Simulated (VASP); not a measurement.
A run of VASP 6.6.1 is set up as follows.

INCAR

```
PREC = Accurate
ENCUT = 520
EDIFF = 1E-7
ISMEAR = 0
SIGMA = 0.05
LREAL = F
LASPH = T
NELM = 80
ALGO = Normal
ISIF = 2
LWAVE = F
LCHARG = T
GGA = CA
LELF = T
LVHAR = T
NBANDS = 20
```

KPOINTS

```
Automatic mesh
0
Gamma
  9 9 2
```

The input POSCAR:

```
WSe2
1.0
    3.1174922976      0.0000000000      0.0000000000
   -1.5587461488      2.6998275258      0.0000000000
    0.0000000000      0.0000000000     16.6603124568
W Se
1 2
Direct
    0.0000000000      0.0000000000     -0.0010313462
    0.3333333333      0.6666666667      0.1011284861
    0.3333333333      0.6666666667      0.9012724293
```

Potentials or basis: VASP PAW LDA potentials, release 64 (W_sv, Se).

Run with:

```bash
$ cat potpaw_LDA.64/W_sv/POTCAR potpaw_LDA.64/Se/POTCAR > POTCAR
$ mpirun -np 1 vasp_std > vasp.out
```

Question: Estimate the band gap on the k mesh.

Answer: 1.73 eV, indirect (least direct gap 2.26 eV).

Question: Estimate the largest force.

Answer: 1.912 eV/Å.

Forces on the atoms (eV/Å):
```
W    0.000  0.000  1.388
Se   0.000  0.000  0.524
Se   0.000  0.000 -1.912
```

Caveat: spin-orbit coupling is left out, which moves the levels of the heavy elements.
